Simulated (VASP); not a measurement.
The system is SrO.

```
CELL_PARAMETERS angstrom
0.00000 2.56630 2.56630
2.56630 0.00000 2.56630
2.56630 2.56630 0.00000
ATOMIC_POSITIONS crystal
Sr 0.50000 0.50000 0.50000
O 0.00000 0.00000 0.00000
```

```yaml
Program: VASP 6.6.1
Task: relaxation of cell and atoms
Functional: PBEsol
Dispersion: D3(BJ)
Potentials_or_basis: VASP PAW PBE potentials, release 64 (Sr_sv, O)
Cutoff: 600 eV
k_mesh: 9 × 9 × 9
Occupations: fermi-dirac, width 0.05 eV
Spin: no spin polarisation
```

At the start: pressure -2.6 GPa; volume 16.90 Å³/atom.

Where does the relaxation end?

Over 3 steps the energy falls by 3.8 meV/atom and the volume is 16.45 Å³/atom (-2.7 %); space group Fm-3m (No. 225, to 0.05 Å).

The path:
```
step  energy change (eV)  largest force (eV/Å)  pressure (GPa)  volume (Å³)
   1              0.0000                0.0000           -2.58        33.80
   2             -0.0060                0.0000            1.27        32.49
   3             -0.0075                0.0000            0.00        32.89
```

Final structure:
```cif
data_structure
_symmetry_space_group_name_H-M 'P 1'
_symmetry_Int_Tables_number 1
_cell_length_a 3.5963
_cell_length_b 3.5963
_cell_length_c 3.5963
_cell_angle_alpha 60.000
_cell_angle_beta 60.000
_cell_angle_gamma 60.000
_cell_volume 32.89
loop_
_atom_site_label
_atom_site_type_symbol
_atom_site_fract_x
_atom_site_fract_y
_atom_site_fract_z
_atom_site_occupancy
Sr1 Sr 0.50000 0.50000 0.50000 1
O1 O 0.00000 0.00000 0.00000 1
```

Caveat: the PAW data sets were made with another functional, which shifts forces and pressure a little.
